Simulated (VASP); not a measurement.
Ti: relaxation of cell and atoms with r2SCAN

Ti:

```
Ti
1.0
     0.00000    2.06500    2.06500
     2.06500    0.00000    2.06500
     2.06500    2.06500    0.00000
Ti
1
Direct
  0.00000 0.00000 0.00000
```

This isn't the form of Ti at room conditions, which is hcp.

- Program: VASP 6.6.1
- Task: relaxation of cell and atoms
- Functional: r2SCAN
- Potentials or basis: VASP PAW PBE potentials, release 64 (Ti_sv)
- Cutoff: 550 eV
- k mesh: 8 × 8 × 8
- Occupations: fermi-dirac, width 0.05 eV
- Spin: no spin polarisation
- Dipole correction: no
- Further INCAR settings: ALGO = Normal; EDIFF = 1e-07; IBRION = 2; EDIFFG = -0.03; NSW = 80; ISIF = 3

```yaml
Relaxed_volume: 17.47 Å³/atom
Relaxed_cell: a = 2.913 Å, b = 2.913 Å, c = 2.913 Å, α = 60.00°, β = 60.00°, γ = 60.00°
Space_group_after_relaxing_to_0.1_Å: Fm-3m (No. 225)
Energy_gained_by_relaxing: 0.4 meV/atom
Ionic_steps: 3
Pressure_after_relaxing: 0.0 GPa
Band_gap_on_the_k_mesh: zero (bands 6 and 7 overlap by 1.41 eV)
```

The path:
```tsv
step	energy change (eV)	largest force (eV/Å)	pressure (GPa)	volume (Å³)
1	0.0000	0.0000	-0.88	17.61
2	-0.0002	0.0000	0.67	17.36
3	-0.0004	0.0000	-0.01	17.47
```

Final structure:
```
Ti
1.0
     0.00000    2.05948    2.05948
     2.05948    0.00000    2.05948
     2.05948    2.05948    0.00000
Ti
1
Direct
  0.00000 0.00000 0.00000
```

Levels at points of the mesh, in eV from the Fermi level:
```csv
k point,band 3,band 4,band 5,band 6,band 7,band 8,band 9,band 10
"(0.00, 0.00, 0.00)",-33.93,-33.93,-6.50,0.94,0.94,0.94,2.73,2.73
"(0.50, 0.00, 0.00)",-34.01,-34.01,-2.74,0.39,0.87,0.87,3.75,3.75
"(0.50, 0.50, 0.00)",-34.17,-34.17,-2.67,-1.81,2.73,3.81,3.98,3.98
```

Run time: 82 s on 1 thread of Intel(R) Xeon(R) Platinum 8488C (Sapphire Rapids), on a shared host, peak memory 0.15 GiB.

Caveat: the PAW data sets were made with another functional, which shifts forces and pressure a little.
